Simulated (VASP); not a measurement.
A run of VASP 6.6.1:

The input INCAR:

```
SYSTEM = BN
PREC     = Accurate       ! precision mode
ENCUT    = 520            ! plane-wave cutoff, eV
EDIFF    = 1E-6           ! SCF threshold, eV
ISMEAR   = -1             ! smearing method
SIGMA    = 0.02           ! smearing width, eV
LREAL    = .False.        ! projectors in reciprocal space
LASPH    = .True.         ! aspherical terms in the spheres
NELM     = 80             ! most SCF steps
ALGO     = Normal         ! electronic algorithm
ISIF     = 2              ! what is computed and relaxed
LWAVE    = .False.        ! write WAVECAR
LCHARG   = .False.        ! write CHGCAR
LDIPOL   = .True.       
IDIPOL   = 3            
DIPOL    = 0.5 0.5 0.500
IBRION   = 2              ! ionic algorithm
NSW      = 60             ! ionic steps
EDIFFG   = -0.01          ! ionic threshold
```

The input KPOINTS:

```
Automatic mesh
0
Gamma
  10 7 1
  0 0 0
```

File POSCAR:

```
BN
1.0
    2.5318878315      0.0000000000      0.0000000000
    0.0000000000      3.5806301097      0.0000000000
    0.0000000000      0.0000000000     18.5319000000
B N
3 3
Direct
    0.2500000000      0.1250000000      0.4316883905
    0.7500000000      0.6250000000      0.5000000000
    0.2500000000      0.1250000000      0.5683116095
    0.7500000000      0.8750000000      0.4316883905
    0.2500000000      0.3750000000      0.5000000000
    0.7500000000      0.8750000000      0.5683116095
```

Potentials or basis: VASP PAW LDA potentials, release 64 (B, N).

Launch:

```bash
$ cat potpaw_LDA.64/B/POTCAR potpaw_LDA.64/N/POTCAR > POTCAR
$ mpirun -np 1 vasp_std > vasp.out
```

Hardware: 1 thread of Intel(R) Xeon(R) Platinum 8375C CPU @ 2.90GHz (Ice Lake) (shared host).

Estimate the wall time of this run.

Run time: 6.5 min on 1 thread of Intel(R) Xeon(R) Platinum 8375C CPU @ 2.90GHz (Ice Lake), on a shared host, peak memory 0.24 GiB. Counts: scf iterations 129, k points 24, ion steps 14.
